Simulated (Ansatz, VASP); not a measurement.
# One calculation of Be4S, two programs

```
Be S
1.0
    -2.24966    2.24966    2.91127
     2.24966   -2.24966    2.91127
     2.24966    2.24966   -2.91127
Be S
4 1
Direct
  0.33449 0.33449 0.00000
  0.66551 0.66551 0.00000
  0.50000 0.00000 0.50000
  0.00000 0.50000 0.50000
  0.00000 0.00000 0.00000
```

Change from the starting cell: species swapped into the PbF4 type (I4/mmm, No. 139).

Alike in both runs: functional PBE; k mesh 12 × 12 × 12; occupations gaussian, width 0.1 eV; no spin polarisation.

Ansatz relaxed the structure, and its values are those at the end. VASP's run is a single point on that final structure, the one shown.

```csv
,VASP,Ansatz
version,VASP 6.6.1,Ansatz 0.2.0
potentials or method,"VASP PAW PBE potentials, release 64 (Be, S), cutoff 520 eV","scalar-relativistic, plane waves, PAW"
valence electrons in the cell,14,14
```

|  | VASP | Ansatz | Ansatz less VASP |
| --- | --- | --- | --- |
| gap on the k mesh at the Fermi level (eV) | none | none | - |
| pressure (GPa) | 0.0 | 0.0 | -0.02 |

A gap of «none» marks a metal or a gap that the smearing closes. The functional is the same, so the differences come from potentials, cutoffs and numerics.
